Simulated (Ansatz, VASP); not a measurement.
# ScSn3Se: VASP beside Ansatz

```
Sc Sn Se
1.0
     5.54679    0.00000    0.00000
     0.00000    5.54679    0.00000
     0.00000    0.00000    5.54679
Sc Sn Se
1 3 1
Direct
  0.50000 0.50000 0.50000
  0.00000 0.50000 0.50000
  0.50000 0.00000 0.50000
  0.50000 0.50000 0.00000
  0.00000 0.00000 0.00000
```

Alike in both runs: functional PBE; k mesh 4 × 4 × 4; occupations gaussian, width 0.1 eV; no spin polarisation.

Ansatz relaxed the structure, and its values are those at the end. VASP's run is a single point on that final structure, the one shown.

```csv
,VASP,Ansatz
version,VASP 6.6.1,Ansatz 0.2.0
potentials or method,"VASP PAW PBE potentials, release 64 (Sc_sv, Sn_d, Se), cutoff 520 eV","scalar-relativistic, plane waves, PAW"
valence electrons in the cell,59,69
```

```tsv
	VASP	Ansatz	Ansatz less VASP
gap on the k mesh at the Fermi level (eV)	none	none	-
pressure (GPa)	0.2	0.2	+0.02
```

A gap of «none» marks a metal or a gap that the smearing closes. The functional is the same, so the differences come from potentials, cutoffs and numerics. VASP's potentials hold 59 valence electrons a cell and Ansatz's 69, so a difference there can come from the potentials and not from the codes.
